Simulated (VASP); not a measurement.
A run of VASP 6.6.1 is set up as follows.

POSCAR

```
Pt
1.0
    0.0000000000      2.8788535533      2.8788535533
    2.8788535533      0.0000000000      2.8788535533
    2.8788535533      2.8788535533      0.0000000000
Pt
2
Direct
    1.0000000000      1.0000000000      1.0000000000
    0.2500000000      0.2500000000      0.2500000000
```

INCAR.step1

```
SYSTEM = Pt
ALGO = Normal
EDIFF = 1E-4
ENCUT = 520
GGA = PE
ISMEAR = -1
LASPH = .TRUE.
LCHARG = .FALSE.
LREAL = .FALSE.
LWAVE = .TRUE.
NBANDS = 17
NELM = 80
PREC = Accurate
SIGMA = 0.05
```

Contents of INCAR.step2:

```
SYSTEM = Pt
ALGO = Normal
EDIFF = 1E-6
ENCUT = 520
ISIF = 2
ISMEAR = -1
ISTART = 1
LASPH = .TRUE.
LCHARG = .FALSE.
LMIXTAU = .TRUE.
LREAL = .FALSE.
LWAVE = .FALSE.
METAGGA = R2SCAN
NBANDS = 17
NELM = 80
PREC = Accurate
SIGMA = 0.05
```

KPOINTS

```
k-points
0
G
  12 12 12
  0 0 0
```

Potentials or basis: VASP PAW PBE potentials, release 64 (Pt).

The run is started by

```sh
$ cat potpaw_PBE.64/Pt/POTCAR > POTCAR
$ cp INCAR.step1 INCAR
$ mpirun -np 1 vasp_std > vasp.out
$ cp INCAR.step2 INCAR
$ mpirun -np 1 vasp_std > vasp.out
```

(1) Predict the pressure.

(2) Estimate the band gap on the k mesh.

Answers

(1) -2.3 GPa.

(2) zero (band 10 reaches 5.16 eV, above the bottom of band 11 at 4.52 eV).

Caveat: the PAW data sets were made with another functional, which shifts forces and pressure a little; spin-orbit coupling is left out, which moves the levels of the heavy elements.
